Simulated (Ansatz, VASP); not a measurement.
One calculation of Al3Ru2, two programs

The input INCAR:

```
ALGO = Fast ; EDIFF = 1E-6
ENCUT = 520 ; GGA = PS
ISIF = 2 ; ISMEAR = 0
LASPH = T ; LCHARG = F
LREAL = F ; LWAVE = F
NBANDS = 48 ; NELM = 80
PREC = Accurate ; SIGMA = 0.15
```

KPOINTS

```
k-points
0
Gamma
  15 15 4
```

POSCAR

```
Al3Ru2
1.0
   -3.0733627987      0.0000000000      0.0000000000
    0.0000000000     -3.0733627987      0.0000000000
    0.0000000000      0.0000000000     16.2516646833
Al Ru
6 4
Direct
    0.5000000000      0.5000000000      0.3071905701
    1.0000000000      1.0000000000      0.7456584120
    0.5000000000      0.5000000000      0.1372902282
    1.0000000000      1.0000000000      0.5757580701
    0.5000000000      0.5000000000      0.4770909120
    1.0000000000      1.0000000000      0.0386230700
    0.0000000000      0.0000000000      0.3998462028
    0.5000000000      0.5000000000      0.8383140448
    0.0000000000      0.0000000000      0.2145349373
    0.5000000000      0.5000000000      0.6530027793
```

Input for Ansatz:

```yaml
crystal:
  lattice:
    - [-3.0733627987, 0.0, 0.0]
    - [0.0, -3.0733627987, 0.0]
    - [0.0, 0.0, 16.2516646833]
  atoms:
    - { symbol: Al, position: [0.5, 0.5, 0.3071905701] }
    - { symbol: Al, position: [1.0, 1.0, 0.745658412] }
    - { symbol: Al, position: [0.5, 0.5, 0.1372902282] }
    - { symbol: Al, position: [1.0, 1.0, 0.5757580701] }
    - { symbol: Al, position: [0.5, 0.5, 0.477090912] }
    - { symbol: Al, position: [1.0, 1.0, 0.03862307] }
    - { symbol: Ru, position: [0.0, 0.0, 0.3998462028] }
    - { symbol: Ru, position: [0.5, 0.5, 0.8383140448] }
    - { symbol: Ru, position: [0.0, 0.0, 0.2145349373] }
    - { symbol: Ru, position: [0.5, 0.5, 0.6530027793] }
basis:
  ecutwfc: 420
kpoints:
  mp_grid: { grid: [15, 15, 4] }
hamiltonian:
  xc: pbesol
scf:
  occupations: { method: gaussian, width: 0.15 }
output:
  forces: true
  stress: true
  eigenvalues: true
```

Alike in both runs: task single point; functional PBEsol; k mesh 15 × 15 × 4; occupations gaussian, width 0.15 eV; no spin polarisation.

|  | VASP | Ansatz |
| --- | --- | --- |
| version | VASP 6.6.1 | Ansatz 0.2.0 |
| potentials or method | VASP PAW PBE potentials, release 64 (Al, Ru_pv), cutoff 520 eV | scalar-relativistic, plane waves, PAW |
| valence electrons in the cell | 74 | 82 |

VASP gave:

| Property | Result |
| --- | --- |
| gap on the k mesh at the Fermi level (eV) | none |
| pressure (GPa) | -5.1 |
| traceless stress, the component that is largest in VASP (GPa) | -0.10 |
| rms of the force components (eV/Å) | 0.301 |

Task: Estimate Ansatz's values.

Result: gap on the k mesh at the Fermi level (eV): none; pressure (GPa): -5.2; traceless stress, the component that is largest in VASP (GPa): -0.10; rms of the force components (eV/Å): 0.300.

VASP's potentials were made for PBE, not for PBEsol. Atom by atom the forces differ by 0.004 eV/Å (rms over components). A gap of «none» marks a metal or a gap that the smearing closes. The functional is the same, so the differences come from potentials, cutoffs and numerics. VASP's potentials hold 74 valence electrons a cell and Ansatz's 82, so a difference there can come from the potentials and not from the codes.
